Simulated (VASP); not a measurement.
# Sr7O8 (a cell with a defect) in VASP: single point with PBE

Aim: the single point of Sr7O8 (a cell with a defect) with PBE.

All numbers are computed with VASP 6.6.1; they aren't measurements. Logs are shortened: lines on timing, memory, paths and dates and some standing lists are left out, and cuts for length are marked.

## 1. The cell of the first run

The cell holds a defect, 15 atoms: a = 7.306 Å, b = 7.306 Å, c = 7.306 Å, α = 60.00°, β = 60.00°, γ = 60.00°.

## 2. Single point, PBE

INCAR reads:

```
PREC = Accurate
ENCUT = 520
EDIFF = 1E-6
ISMEAR = -1
SIGMA = 0.05
LREAL = Auto
LASPH = T
NELM = 80
ALGO = Normal
ISIF = 2
LWAVE = F
LCHARG = F
GGA = PE
NBANDS = 72
```

KPOINTS reads:

```
regular mesh
0
Gamma
  3 3 3
```

POSCAR reads:

```
Sr7O8
1.0
    0.0000000000      5.1662960000      5.1662960000
    5.1662960000      0.0000000000      5.1662960000
    5.1662960000      5.1662960000      0.0000000000
Sr O
7 8
Direct
    0.2492481073      0.2491060326      0.2513856155
    0.2492281704      0.2490810631      0.7515100761
    0.2493699548      0.7491763925      0.7513079003
    0.7491846189      0.2490553193      0.2514887842
    0.7492542046      0.2492501398      0.7513305471
    1.2490609326      0.7490740949      0.2514767834
    0.7492496558      0.7491112588      0.7516511830
    0.0150578867      0.0150882760     -0.0144146793
   -0.0007992186     -0.0008617392      0.5015074630
    0.0152300604      0.4831544689     -0.0144374229
    0.0151400539      0.4831519526      0.5174879643
    0.4832531856      0.0150212067     -0.0143679340
    0.4833521928      0.0150799528      0.5174048293
    0.4992325256      0.4991413578      0.0014915909
    0.4832100213      0.4832587990      0.5174260244
```

Potentials or basis: VASP PAW PBE potentials, release 64 (Sr_sv, O).

Launch:

```
$ cat potpaw_PBE.64/Sr_sv/POTCAR potpaw_PBE.64/O/POTCAR > POTCAR
$ mpirun -np 1 vasp_std > vasp.out
```

OUTCAR:

```text
PREC = Accurate
   ENCUT = 520
   EDIFF = 1E-6
   ISMEAR = -1
   LREAL = Auto
   LASPH = T
   NELM = 80
   ISIF = 2
   GGA = PE

 ion  position               nearest neighbor table
   1  0.249  0.249  0.251-   9 2.58  14 2.58  12 2.59  10 2.59  13 2.59  11 2.59   2 3.65   6 3.65
                             3 3.65   4 3.65   5 3.65   5 3.65   4 3.65   3 3.65   6 3.65   2 3.65
   2  0.249  0.249  0.752-  13 2.42  11 2.42  10 2.42  12 2.42  15 2.42   8 2.42   1 3.65   3 3.65
                             5 3.65   6 3.65   4 3.65   7 3.65   7 3.65   4 3.65   6 3.65   5 3.65
   3  0.249  0.749  0.751-   9 2.58  14 2.58  15 2.59  13 2.59  10 2.59   8 2.59   5 3.65   1 3.65
                             2 3.65   6 3.65   7 3.65   7 3.65   6 3.65   2 3.65   1 3.65   5 3.65
   4  0.749  0.249  0.251-  14 2.58   9 2.58  13 2.59   8 2.59  15 2.59  10 2.59   6 3.65   7 3.65
                             1 3.65   5 3.65   2 3.65   2 3.65   5 3.65   1 3.65   7 3.65   6 3.65
   5  0.749  0.249  0.751-   9 2.58  14 2.58  11 2.59  15 2.59   8 2.59  12 2.59   3 3.65   1 3.65
                             4 3.65   2 3.65   7 3.65   7 3.65   2 3.65   4 3.65   1 3.65   3 3.65
   6  0.249  0.749  0.251-  14 2.58   9 2.58  11 2.59   8 2.59  15 2.59  12 2.59   1 3.65   4 3.65
                             3 3.65   2 3.65   7 3.65   7 3.65   2 3.65   3 3.65   4 3.65   1 3.65
   7  0.749  0.749  0.752-   9 2.58  14 2.58  12 2.59  10 2.59  11 2.59  13 2.59   4 3.65   5 3.65
                             3 3.65   6 3.65   2 3.65   2 3.65   6 3.65   3 3.65   5 3.65   4 3.65
   8  0.015  0.015  0.986-   2 2.42   4 2.59   6 2.59   5 2.59   3 2.59
   9  0.999  0.999  0.502-   5 2.58   3 2.58   7 2.58   1 2.58   4 2.58   6 2.58
  10  0.015  0.483  0.986-   2 2.42   1 2.59   7 2.59   4 2.59   3 2.59
  11  0.015  0.483  0.517-   2 2.42   5 2.59   6 2.59   7 2.59   1 2.59
  12  0.483  0.015  0.986-   2 2.42   1 2.59   7 2.59   6 2.59   5 2.59
  13  0.483  0.015  0.517-   2 2.42   4 2.59   3 2.59   1 2.59   7 2.59
  14  0.499  0.499  0.001-   6 2.58   4 2.58   7 2.58   1 2.58   3 2.58   5 2.58
  15  0.483  0.483  0.517-   2 2.42   3 2.59   5 2.59   6 2.59   4 2.59

  LATTYP: Found a face centered cubic cell.
 ALAT       =    10.3325920000

  Lattice vectors:

 A1 = (   0.0000000000,   5.1662960000,   5.1662960000)
 A2 = (   5.1662960000,   0.0000000000,   5.1662960000)
 A3 = (   5.1662960000,   5.1662960000,   0.0000000000)

Analysis of symmetry for initial positions (statically):
=====================================================================
 Subroutine PRICEL returns:
 Original cell was already a primitive cell.

 Routine SETGRP: Setting up the symmetry group for a
 face centered cubic supercell.

 Subroutine GETGRP returns: Found  1 space group operations
 (whereof  1 operations were pure point group operations)
 out of a pool of 48 trial point group operations.

The static configuration has the point symmetry C_1 .

Analysis of symmetry for dynamics (positions and initial velocities):
=====================================================================
 Subroutine PRICEL returns:
 Original cell was already a primitive cell.

 Routine SETGRP: Setting up the symmetry group for a
 face centered cubic supercell.

 Subroutine GETGRP returns: Found  1 space group operations
 (whereof  1 operations were pure point group operations)
 out of a pool of 48 trial point group operations.

The dynamic configuration has the point symmetry C_1 .

 Subroutine INISYM returns: Found  1 space group operations
 (whereof  1 operations are pure point group operations),
 and found     1 'primitive' translations

----------------------------------------------------------------------------------------

                                     Primitive cell

  volume of cell :     275.7832

  direct lattice vectors                    reciprocal lattice vectors
     0.000000000  5.166296000  5.166296000    -0.096781137  0.096781137  0.096781137
     5.166296000  0.000000000  5.166296000     0.096781137 -0.096781137  0.096781137
     5.166296000  5.166296000  0.000000000     0.096781137  0.096781137 -0.096781137

  length of vectors
     7.306245870  7.306245870  7.306245870     0.167629846  0.167629846  0.167629846

  position of ions in fractional coordinates (direct lattice)
     0.249248107  0.249106033  0.251385615
     0.249228170  0.249081063  0.751510076
     0.249369955  0.749176392  0.751307900
     0.749184619  0.249055319  0.251488784
     0.749254205  0.249250140  0.751330547
     0.249060933  0.749074095  0.251476783
     0.749249656  0.749111259  0.751651183
     0.015057887  0.015088276  0.985585321
     0.999200781  0.999138261  0.501507463
     0.015230060  0.483154469  0.985562577
     0.015140054  0.483151953  0.517487964
     0.483253186  0.015021207  0.985632066
     0.483352193  0.015079953  0.517404829
     0.499232526  0.499141358  0.001491591
     0.483210021  0.483258799  0.517426024

  ion indices of the primitive-cell ions
   primitive index   ion index
                 1           1
                 2           2
                 3           3
                 4           4
                 5           5
                 6           6
                 7           7
                 8           8
                 9           9
                10          10
                11          11
                12          12
                13          13
                14          14
                15          15

----------------------------------------------------------------------------------------

 KPOINTS: regular mesh

Automatic generation of k-mesh.
 Grid dimensions read from file:
 generate k-points for:    3    3    3

 Generating k-lattice:

  Cartesian coordinates                     Fractional coordinates (reciprocal lattice)
    -0.032260379  0.032260379  0.032260379     0.333333333  0.000000000  0.000000000
     0.032260379 -0.032260379  0.032260379     0.000000000  0.333333333  0.000000000
     0.032260379  0.032260379 -0.032260379     0.000000000  0.000000000  0.333333333

  Length of vectors
     0.055876615  0.055876615  0.055876615

  Shift w.r.t. Gamma in fractional coordinates (k-lattice)
     0.000000000  0.000000000  0.000000000

 Subroutine IBZKPT returns following result:
 ===========================================

 Found     14 irreducible k-points:

 Following reciprocal coordinates:
            Coordinates               Weight
  0.000000  0.000000  0.000000      1.000000
  0.333333  0.000000  0.000000      2.000000
  0.000000  0.333333  0.000000      2.000000
  0.000000  0.000000  0.333333      2.000000
  0.333333  0.333333  0.333333      2.000000
  0.333333  0.333333  0.000000      2.000000
  0.000000  0.333333  0.333333      2.000000
  0.333333  0.000000  0.333333      2.000000
 -0.333333  0.333333  0.000000      2.000000
  0.000000 -0.333333  0.333333      2.000000
  0.333333  0.000000 -0.333333      2.000000
  0.333333  0.333333 -0.333333      2.000000
 -0.333333  0.333333 -0.333333      2.000000
  0.333333 -0.333333 -0.333333      2.000000
   k-points           NKPTS =     14   k-points in BZ     NKDIM =     14   number of bands    NBANDS=     72
   number of dos      NEDOS =    301   number of ions     NIONS =     15
   total plane-waves  NPLWV = 157464
   dimension x,y,z NGX =    54 NGY =   54 NGZ =   54
   dimension x,y,z NGXF=   108 NGYF=  108 NGZF=  108
   ions per type =               7   8
   NGX,Y,Z   is equivalent  to a cutoff of  12.29, 12.29, 12.29 a.u.
   NGXF,Y,Z  is equivalent  to a cutoff of  24.57, 24.57, 24.57 a.u.
 SYSTEM =  unknown system
   PREC   = accura    normal or accurate (medium, high low for compatibility)
   ISTART =      0    job   : 0-new  1-cont  2-samecut
   ICHARG =      2    charge: 1-file 2-atom 10-const
   ISPIN  =      1    spin polarized calculation?
   LNONCOLLINEAR =      F non collinear calculations
   LSORBIT =      F    spin-orbit coupling
   LASPH  =      T    aspherical Exc in radial PAW
   ENCUT  =  520.0 eV  38.22 Ry    6.18 a.u.  13.58 13.58 13.58*2*pi/ulx,y,z
   NELM   =     80;   NELMIN=  2; NELMDL= -5     # of ELM steps
   EDIFF  = 0.1E-05   stopping-criterion for ELM
   LREAL  =      T    real-space projection
   EDIFFG = 0.1E-04   stopping-criterion for IOM
   NSW    =      0    number of steps for IOM
   IBRION =     -1    ionic relax: 0-MD 1-quasi-New 2-CG
   NFREE  =      0    steps in history (QN), initial steepest desc. (CG)
   ISIF   =      2    stress and relaxation
   ISYM   =      2    0-nonsym 1-usesym 2-fastsym
   POTIM  = 0.5000    time-step for ionic-motion
   TEBEG  =    0.0;   TEEND  =   0.0 temperature during run
   PSTRESS=    0.0 pullay stress
   NELECT =     118.0000    total number of electrons
   NUPDOWN=      -1.0000    fix difference up-down
   EMIN   =  10.00;   EMAX   =-10.00  energy-range for DOS
   EFERMI =   0.00;   METHOD = LEGACY
   ISMEAR =    -1;   SIGMA  =   0.05  broadening in eV -4-tet -1-fermi 0-gaus
   EFERMI_NEDOS =   21; number of points for ismear=-14 and -15
   IALGO  =     38    algorithm
   IMIX   =      4    mixing-type and parameters
     AMIX     =   0.40;   BMIX     =  1.00
     AMIX_MAG =   1.60;   BMIX_MAG =  1.00
  volume/ion in A,a.u.               =      18.39       124.07
  Fermi-wavevector in a.u.,A,eV,Ry     =   1.233615  2.331194 20.705418  1.521805
  Thomas-Fermi vector in A             =   2.368338
   LORBIT       =      0    0 simple, 1 ext, 2 COOP (PROOUT), +10 PAW based schemes
   GGA     = PE    functional components
   LHFCALC =     F    Hartree Fock is set to
   AEXX    =    0.0000 exact exchange contribution
   IVDW    =     0    specifies the selected vdW correction
   LEPSILON=     F    determine dielectric tensor
   LRPA    =     F    only Hartree local field effects (RPA)
 non-spin polarized calculation
  energy-cutoff  :      520.00
  volume of cell :      275.78
 maximum number of plane-waves:      7428
 NGX is ok and might be reduce to    54
   NGX = 27   NGY = 27   NGZ = 27

 number of electron     118.0000004 magnetization

 Free energy of the ion-electron system (eV)
  ---------------------------------------------------
  ext. energy  EPLUGINS =         0.00000000
  ---------------------------------------------------
  free energy    TOTEN  =       -87.21407402 eV

  energy without entropy =      -87.07406417  energy(sigma->0) =      -87.14406910

 E-fermi :   0.6317     XC(G=0):  -9.3878

 val. band max:        0.5844438549   @ k =   0.3333   0.0000   0.3333
 cond. band min:       0.6399656934   @ k =  -0.3333   0.3333   0.0000
 fundamental gap:      0.0555218385
 Fermi energy:         0.6316604172

 k-point     1 :       0.0000    0.0000    0.0000
  band No.  band energies     occupation
      1     -31.6767      2.00000
      2     -31.5867      2.00000
      3     -31.5867      2.00000
      4     -31.5866      2.00000
      5     -31.5496      2.00000
      6     -31.5495      2.00000
[... 63 lines left out ...]
     70       7.7531      0.00000
     71       7.7533      0.00000

 k-point     2 :       0.3333    0.0000    0.0000
  band No.  band energies     occupation
      1     -31.6539      2.00000
      2     -31.6089      2.00000
      3     -31.5775      2.00000
      4     -31.5774      2.00000
      5     -31.5589      2.00000
      6     -31.5589      2.00000
[... 880 lines left out ...]
 k-point    14 :       0.3333   -0.3333   -0.3333
  band No.  band energies     occupation
      1     -31.6246      2.00000
      2     -31.6203      2.00000
      3     -31.5897      2.00000
      4     -31.5787      2.00000
      5     -31.5644      2.00000
      6     -31.5578      2.00000
[... 63 lines left out ...]
     70       7.4067      0.00000
     71       7.5438      0.00000
 [bands above 71 left out]

------------------------ aborting loop because EDIFF is reached ----------------------------------------

  FORCE on cell =-STRESS in cart. coord.  units (eV):
  Direction    XX          YY          ZZ          XY          YZ          ZX
  --------------------------------------------------------------------------------------
  -------------------------------------------------------------------------------------
  Total        2.8069819      2.8060910      2.8021533     -0.0009783      0.0023663      0.0021738
  in kB       16.3073106     16.3021349     16.2792587     -0.0056833      0.0137474      0.0126289
  external PRESSURE =      16.2962347 kB  Pullay stress =       0.0000000 kB

 VOLUME and BASIS-vectors are now :
 -----------------------------------------------------------------------------
  energy-cutoff  :      520.00
  volume of cell :      275.78
      direct lattice vectors                 reciprocal lattice vectors
     0.000000000  5.166296000  5.166296000    -0.096781137  0.096781137  0.096781137
     5.166296000  0.000000000  5.166296000     0.096781137 -0.096781137  0.096781137
     5.166296000  5.166296000  0.000000000     0.096781137  0.096781137 -0.096781137

 POSITION                                       TOTAL-FORCE (eV/Angst)
 -----------------------------------------------------------------------------------
      2.58569      2.58642      2.57464         0.001361      0.001812     -0.000149
      5.16935      5.17011      2.57441         0.000483     -0.000741      0.001079
      7.75195      5.16980      5.15879         0.001276     -0.000500     -0.002344
      2.58596      5.16977      5.15720         0.001439      0.000009      0.001009
      5.16930      7.75247      5.15857         0.000722      0.001551     -0.002244
      5.16914      2.58593      5.15666         0.001545      0.001891      0.001457
      7.75338      7.75410      7.74098        -0.000143     -0.000638      0.000405
      5.16978      5.16962      0.15574        -0.002180     -0.000429     -0.046457
      7.75278      7.75310     10.32401        -0.001557     -0.000889      0.001768
      7.58783      5.17039      2.57480         0.044711     -0.000197      0.000247
      5.16960      2.75171      2.57432        -0.001490     -0.043053      0.001797
      5.16967      7.58870      2.57423        -0.000564      0.044405      0.000905
      2.75097      5.17021      2.57505        -0.042062     -0.000584      0.000324
      2.58642      2.58689      5.15790        -0.001299     -0.001868      0.000906
      5.16983      5.16958      4.99306        -0.002241     -0.000768      0.041295
 -----------------------------------------------------------------------------------
    total drift:                                0.001827      0.003825     -0.012724

  FREE ENERGIE OF THE ION-ELECTRON SYSTEM (eV)
  ---------------------------------------------------
  free  energy   TOTEN  =       -87.2140740208 eV

  energy  without entropy=      -87.0740641698  energy(sigma->0) =      -87.14406910
```

Wall time 11 min (1 thread of AMD EPYC 9R45 (Zen 5), shared host); peak memory 0.45 GiB.

Results:

```yaml
Free_energy: -87.2141 eV
Pressure: 1.6 GPa
Largest_force: 0.047 eV/Å
Band_gap_on_the_k_mesh: zero (band 59 reaches 0.68 eV, above the bottom of band 60 at 0.58 eV)
```

Forces on the atoms (eV/Å):
```
Sr   0.001  0.002  0.000
Sr   0.000 -0.001  0.001
Sr   0.001 -0.001 -0.002
Sr   0.001  0.000  0.001
Sr   0.001  0.002 -0.002
Sr   0.002  0.002  0.001
Sr   0.000 -0.001  0.000
O   -0.002  0.000 -0.046
O   -0.002 -0.001  0.002
O    0.045  0.000  0.000
O   -0.001 -0.043  0.002
O   -0.001  0.044  0.001
O   -0.042 -0.001  0.000
O   -0.001 -0.002  0.001
O   -0.002 -0.001  0.041
```

Levels at points of the mesh, in eV from the Fermi level:
```
           k point  band 57  band 58  band 59  band 60  band 61  band 62
(0.00, 0.00, 0.00)    -0.06     0.05     0.05     0.05     4.12     4.12
```
